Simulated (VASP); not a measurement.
Here is a VASP 6.6.1 calculation.

INCAR

```
SYSTEM = WC
PREC = Accurate
ENCUT = 520
EDIFF = 1E-8
ISMEAR = -1
SIGMA = 0.05
LREAL = .False.
LASPH = .True.
NELM = 100
ALGO = Normal
ISIF = 2
LWAVE = .False.
LCHARG = .False.
GGA = PS
LEFG = .True.
NBANDS = 16
```

Contents of KPOINTS:

```
Automatic mesh
0
Gamma
  14 14 13
  0 0 0
```

POSCAR

```
WC
1.0
    2.8810343969      0.0000000000      0.0000000000
   -1.4405171984      2.4950489769      0.0000000000
    0.0000000000      0.0000000000      2.8100128507
W C
1 1
Direct
    0.0000000000      0.0000000000      0.0000000000
    0.6666666667      0.3333333333      0.5000000000
```

Potentials or basis: VASP PAW PBE potentials, release 64 (W_sv, C).

Run with:

```bash
$ cat potpaw_PBE.64/W_sv/POTCAR potpaw_PBE.64/C/POTCAR > POTCAR
$ mpirun -np 1 vasp_std > vasp.out
```

Q: Predict the band gap on the k mesh.

A: Zero (band 9 reaches 12.09 eV, above the bottom of band 10 at 10.71 eV).

Q: Estimate the pressure.

A: 9.3 GPa.

Electric field gradients, principal values (V/Å²):
```csv
atom,least,middle,greatest (by size)
1 W,75.127,75.128,-150.255
2 C,0.055,0.056,-0.111
```

Caveat: without QUAD_EFG the Cq values of the log hold for a quadrupole moment of 1 mb, not for the nuclei; the PAW data sets were made with another functional, which shifts forces and pressure a little; spin-orbit coupling is left out, which moves the levels of the heavy elements.
